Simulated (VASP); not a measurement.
**TiH5: relaxation of cell and atoms with PBE**

TiH5:

```
CELL_PARAMETERS angstrom
3.59480 0.00000 0.00000
-1.79740 3.11319 0.00000
0.00000 0.00000 4.44717
ATOMIC_POSITIONS crystal
Ti 0.00000 0.00000 0.00000
H 0.33333 0.66667 0.64762
H 0.66667 0.33333 0.64762
H 0.66667 0.33333 0.35238
H 0.33333 0.66667 0.35238
H 0.00000 0.00000 0.50000
```

* Program: VASP 6.6.1
* Task: relaxation of cell and atoms
* Functional: PBE
* Potentials or basis: VASP PAW PBE potentials, release 64 (Ti_sv, H)
* Cutoff: 600 eV
* k mesh: 6 × 6 × 4
* Occupations: gaussian, width 0.1 eV
* Spin: no spin polarisation
* Dipole correction: no
* Further INCAR settings: ALGO = Normal; EDIFF = 1e-06; IBRION = 2; EDIFFG = -0.04; NSW = 90; ISIF = 3

The relaxed volume is 5.09 Å³/atom, the relaxed cell is a = 3.014 Å, b = 3.014 Å, c = 3.883 Å, α = 90.00°, β = 90.00°, γ = 120.00° and the space group after relaxing (to 0.05 Å) is P6/mmm (No. 191). The energy gained by relaxing is 709.5 meV/atom, the ionic steps are 20 and the pressure after relaxing is -0.2 GPa. The largest force after relaxing is 0.019 eV/Å.

Forces on the atoms (eV/Å):
```
Ti   0.000  0.000  0.000
H    0.000  0.000  0.019
H    0.000  0.000  0.019
H    0.000  0.000 -0.019
H    0.000  0.000 -0.019
H    0.000  0.000  0.000
```

Stress tensor (GPa, compression positive):
```
-0.49  0.00  0.00
 0.00 -0.49  0.00
 0.00  0.00  0.35
```

The path:
```
step  energy change (eV)  largest force (eV/Å)  pressure (GPa)  volume (Å³)
   1              0.0000                0.0438          -26.10        49.77
   2             -1.6884                0.2428          -21.39        40.60
   3             -2.3744                0.5736          -10.78        34.84
   4             -0.6695                2.1895           58.44        24.82
   5             -2.4191                0.7739           -5.48        33.23
   6             -2.4305                0.7812           -3.19        32.65
   7             -2.6708                0.9721           -3.43        31.36
   8             -3.5288                1.1726            7.44        27.62
   9             -1.2984                1.8197          120.39        20.81
  10             -3.7165                0.8364           16.80        26.34
  11             -3.7366                0.5804           24.43        25.56
  12             -3.8535                0.3273           24.79        25.72
  13             -3.9258                0.1218           27.17        26.01
  14             -4.1017                0.0344           16.80        27.33
  15             -4.2455                0.1093            1.63        29.95
  16             -4.2482                0.1284           -0.19        30.35
  17             -4.2482                0.1328           -0.60        30.45
  18             -4.2513                0.1105           -0.52        30.47
  19             -4.2564                0.0430           -0.27        30.53
  20             -4.2567                0.0195           -0.21        30.56
```

Final structure:
```cif
data_structure
_symmetry_space_group_name_H-M 'P 1'
_symmetry_Int_Tables_number 1
_cell_length_a 3.0144
_cell_length_b 3.0144
_cell_length_c 3.8829
_cell_angle_alpha 90.000
_cell_angle_beta 90.000
_cell_angle_gamma 120.000
_cell_volume 30.56
loop_
_atom_site_label
_atom_site_type_symbol
_atom_site_fract_x
_atom_site_fract_y
_atom_site_fract_z
_atom_site_occupancy
Ti1 Ti 0.00000 0.00000 0.00000 1
H1 H 0.33333 0.66667 0.76528 1
H2 H 0.66667 0.33333 0.76528 1
H3 H 0.66667 0.33333 0.23472 1
H4 H 0.33333 0.66667 0.23472 1
H5 H 0.00000 0.00000 0.50000 1
```

Levels at points of the mesh, in eV from the Fermi level:
```csv
k point,band 5,band 6,band 7,band 8,band 9,band 10,band 11,band 12
"(0.00, 0.00, 0.00)",-12.01,-4.56,-4.28,-0.18,-0.18,1.70,1.70,1.80
"(0.50, 0.00, 0.00)",-7.27,-7.23,-4.65,-3.69,1.08,1.12,2.49,3.78
"(0.00, 0.00, 0.50)",-10.07,-9.19,-0.11,-0.11,0.39,1.49,1.49,5.16
"(0.50, 0.00, 0.50)",-6.66,-5.99,-5.73,-4.15,0.72,1.35,1.77,2.50
```

Wall time 2.1 min on 1 thread of Intel(R) Xeon(R) 6975P-C (Granite Rapids), with other jobs on the host, peak memory 0.19 GiB.

Caveat: the volume moved by over 15 % at a fixed basis, so the end points are rough.
